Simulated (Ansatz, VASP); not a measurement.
**ZnSe: VASP beside Ansatz**

```
Zn Se
1.0
     0.00000    2.36272    2.83435
     2.83435    0.00000    2.83435
     2.83435    2.36272    0.00000
Zn Se
1 1
Direct
  0.00000 0.00000 0.00000
  0.75000 0.75000 0.75000
```

Alike in both runs: task single point; functional LDA; k mesh 10 × 10 × 10; occupations gaussian, width 0.05 eV; no spin polarisation.

```csv
,VASP,Ansatz
version,VASP 6.6.1,Ansatz 0.2.0
potentials or method,"VASP PAW LDA potentials, release 64 (Zn, Se), cutoff 520 eV","scalar-relativistic, plane waves, PAW"
valence electrons in the cell,18,28
```

|  | VASP | Ansatz | Ansatz less VASP |
| --- | --- | --- | --- |
| gap on the k mesh at the Fermi level (eV) | 1.46 | 1.40 | -0.055 |
| least direct gap on the mesh (eV) | 1.46 | 1.40 | -0.055 |
| pressure (GPa) | 11.5 | 10.9 | -0.61 |
| traceless stress, the component that is largest in VASP (GPa) | 2.04 | 2.12 | +0.081 |

Ansatz warns that its potentials were made for another functional, while VASP's fit it. LDA's correlation is that of Perdew and Zunger in VASP and of Perdew and Wang (1992) in Ansatz. VASP's potentials hold 18 valence electrons a cell and Ansatz's 28, so a difference there can come from the potentials and not from the codes.
